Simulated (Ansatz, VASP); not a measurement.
# Sb: VASP beside Ansatz

INCAR

```
  ALGO = Normal
  EDIFF = 1E-7
  ENCUT = 520
  GGA = PS
  ISIF = 2
  ISMEAR = 0
  LASPH = T
  LCHARG = F
  LREAL = F
  LWAVE = F
  NBANDS = 18
  NELM = 80
  PREC = Accurate
  SIGMA = 0.1
```

File KPOINTS:

```
k-points
0
Gamma
  12 12 12
```

Contents of POSCAR:

```
Sb
1.0
   -4.0654747380      4.0654747380      2.0433109868
    4.0654747380     -4.0654747380      2.0433109868
    4.0654747380      4.0654747380     -2.0433109868
Sb
4
Direct
    0.3487369400      0.1512630600      0.5000000000
    0.8487369400      0.3487369400      0.1974738800
    0.6512630600      0.8487369400      0.5000000000
    0.1512630600      0.6512630600      0.8025261200
```

Input for Ansatz:

```yaml
crystal:
  lattice:
    - [-4.065474738, 4.065474738, 2.0433109868]
    - [4.065474738, -4.065474738, 2.0433109868]
    - [4.065474738, 4.065474738, -2.0433109868]
  atoms:
    - { symbol: Sb, position: [0.34873694, 0.15126306, 0.5] }
    - { symbol: Sb, position: [0.84873694, 0.34873694, 0.19747388] }
    - { symbol: Sb, position: [0.65126306, 0.84873694, 0.5] }
    - { symbol: Sb, position: [0.15126306, 0.65126306, 0.80252612] }
basis:
  ecutwfc: 420
kpoints:
  mp_grid: { grid: [12, 12, 12] }
hamiltonian:
  xc: pbesol
scf:
  occupations: { method: gaussian, width: 0.1 }
output:
  forces: true
  stress: true
  eigenvalues: true
  populations: true
```

Alike in both runs: task single point; functional PBEsol; k mesh 12 × 12 × 12; occupations gaussian, width 0.1 eV; no spin polarisation.

|  | VASP | Ansatz |
| --- | --- | --- |
| version | VASP 6.6.1 | Ansatz 0.2.0 |
| potentials or method | VASP PAW PBE potentials, release 64 (Sb), cutoff 520 eV | scalar-relativistic, plane waves, PAW |
| valence electrons in the cell | 20 | 60 |

VASP gave:

```
gap on the k mesh at the Fermi level (eV)                     : none
pressure (GPa)                                                : -1.9
traceless stress, the component that is largest in VASP (GPa) : -0.43
rms of the force components (eV/Å)                            : 0.071
```

Which values does Ansatz return?

gap on the k mesh at the Fermi level (eV): none; pressure (GPa): -1.9; traceless stress, the component that is largest in VASP (GPa): -0.46; rms of the force components (eV/Å): 0.066.

VASP's potentials were made for PBE, not for PBEsol. Atom by atom the forces differ by 0.005 eV/Å (rms over components). A gap of «none» marks a metal or a gap that the smearing closes. VASP's potentials hold 20 valence electrons a cell and Ansatz's 60, so a difference there can come from the potentials and not from the codes.

Neither program's run includes spin-orbit coupling.
